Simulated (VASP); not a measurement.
Input of a VASP 6.6.1 run:

Contents of INCAR:

```
PREC = Accurate ; ENCUT = 520
EDIFF = 1E-7 ; ISMEAR = 0
SIGMA = 0.1 ; LREAL = F
LASPH = T ; NELM = 100
ALGO = Normal ; ISIF = 2
LWAVE = F ; LCHARG = F
GGA = PE ; NBANDS = 30
```

KPOINTS

```
Automatic mesh
0
Gamma
  4 4 4
```

File POSCAR:

```
Be3AgS4
1.0
   -3.0655808007      3.0655808007      3.0655808007
    3.0655808007     -3.0655808007      3.0655808007
    3.0655808007      3.0655808007     -3.0655808007
Be Ag S
3 1 4
Direct
    0.0000000000      0.5000000000      0.5000000000
    0.5000000000      0.0000000000      0.5000000000
    0.5000000000      0.5000000000      0.0000000000
    0.0000000000      0.0000000000      0.0000000000
    0.5000000000      0.5000000000      0.5000000000
    0.0000000000      0.0000000000      0.5000000000
    0.0000000000      0.5000000000      0.0000000000
    0.5000000000      0.0000000000      0.0000000000
```

Potentials or basis: VASP PAW PBE potentials, release 64 (Be, Ag, S).

The run is started by

```bash
$ cat potpaw_PBE.64/Be/POTCAR potpaw_PBE.64/Ag/POTCAR potpaw_PBE.64/S/POTCAR > POTCAR
$ mpirun -np 1 vasp_std > vasp.out
```

(1) What does it give for the pressure?

## Answers

(1) -0.4 GPa.

Caveat: the k points lie up to 0.36 Å⁻¹ apart.
